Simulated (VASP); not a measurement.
Write the native input for VASP 6.6.1 that does the following.

```yaml
Task: single point
Functional: PBEsol
Potentials_or_basis: VASP PAW PBE potentials, release 64 (Mn_pv, S)
Cutoff: 520 eV
k_mesh: 14 × 14 × 14
Occupations: gaussian, width 0.1 eV
Spin: collinear spin, ferromagnetic start
Starting_moments: "[3.67, 0.0] μB"
Dipole_correction: no
Further_INCAR_settings: ALGO = Normal; EDIFF = 1e-06; NBANDS = 20
```

The structure of MnS lies in POSCAR:

```
MnS
1.0
    0.0000000000      2.4010883817      2.4010883817
    2.4010883817      0.0000000000      2.4010883817
    2.4010883817      2.4010883817      0.0000000000
Mn S
1 1
Direct
    0.0000000000      0.0000000000      0.0000000000
    0.7500000000      0.7500000000      0.7500000000
```

One way to write it, as run:

INCAR

```
  PREC = Accurate
  ENCUT = 520
  EDIFF = 1E-6
  ISMEAR = 0
  SIGMA = 0.1
  LREAL = False
  LASPH = True
  NELM = 150
  ALGO = Normal
  ISIF = 2
  LWAVE = False
  LCHARG = False
  ISPIN = 2
  MAGMOM = 3.67 0
  LORBIT = 11
  LMAXMIX = 4
  GGA = PS
  NBANDS = 20
```

KPOINTS

```
Automatic mesh
0
Gamma
  14 14 14
```

Potentials or basis: VASP PAW PBE potentials, release 64 (Mn_pv, S).

Command:

```sh
$ cat potpaw_PBE.64/Mn_pv/POTCAR potpaw_PBE.64/S/POTCAR > POTCAR
$ mpirun -np 1 vasp_std > vasp.out
```

It gave:

- Pressure: 12.2 GPa
- Net moment: 0.17 μB per cell
- Site moments: Mn +0.17; S -0.00 μB
- Valence electrons inside the program's atomic spheres: Mn 12.25; S 3.77

Caveat: the cell stands under pressure; the PAW data sets were made with another functional, which shifts forces and pressure a little.

Run time: 54 s on 1 thread of Intel(R) Xeon(R) 6975P-C (Granite Rapids) (shared host), peak memory 0.23 GiB.
